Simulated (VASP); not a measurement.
Wanted: the native input for a VASP 6.6.1 run.

```
Task                   : single point
Functional             : PBE
Potentials or basis    : VASP PAW PBE potentials, release 64 (Mg, Sn_d, N)
Cutoff                 : 520 eV
k mesh                 : 6 × 6 × 4
Occupations            : gaussian, width 0.1 eV
Spin                   : no spin polarisation
Dipole correction      : no
Further INCAR settings : ALGO = Normal; EDIFF = 1e-07; NBANDS = 18
```

The structure of MgSnN lies in POSCAR:

```
MgSnN
1.0
    3.1258376258      0.0000000000      0.0000000000
    0.0000000000      3.1275927662      0.0000000000
    0.0000000000      0.0000000000      4.7642892318
Mg Sn N
1 1 1
Direct
    0.0000000000      0.0000000000      0.0000000000
    0.5000000000      0.5000000000      0.5000000000
    0.5000000000      0.5000000000      0.0000000000
```

These files were run (other wordings do the same):

INCAR

```
SYSTEM = MgSnN
PREC = Accurate
ENCUT = 520
EDIFF = 1E-7
ISMEAR = 0
SIGMA = 0.1
LREAL = .FALSE.
LASPH = .TRUE.
NELM = 100
ALGO = Normal
ISIF = 2
LWAVE = .FALSE.
LCHARG = .FALSE.
GGA = PE
NBANDS = 18
```

KPOINTS

```
Automatic mesh
0
G
  6 6 4
  0 0 0
```

Potentials or basis: VASP PAW PBE potentials, release 64 (Mg, Sn_d, N).

Command:

```bash
$ cat potpaw_PBE.64/Mg/POTCAR potpaw_PBE.64/Sn_d/POTCAR potpaw_PBE.64/N/POTCAR > POTCAR
$ mpirun -np 1 vasp_std > vasp.out
```

It gave:

The pressure is -0.2 GPa.

Run time: 62 s on 1 thread of Oxide Virtual Turin-like Processor, on a shared host, peak memory 0.14 GiB.
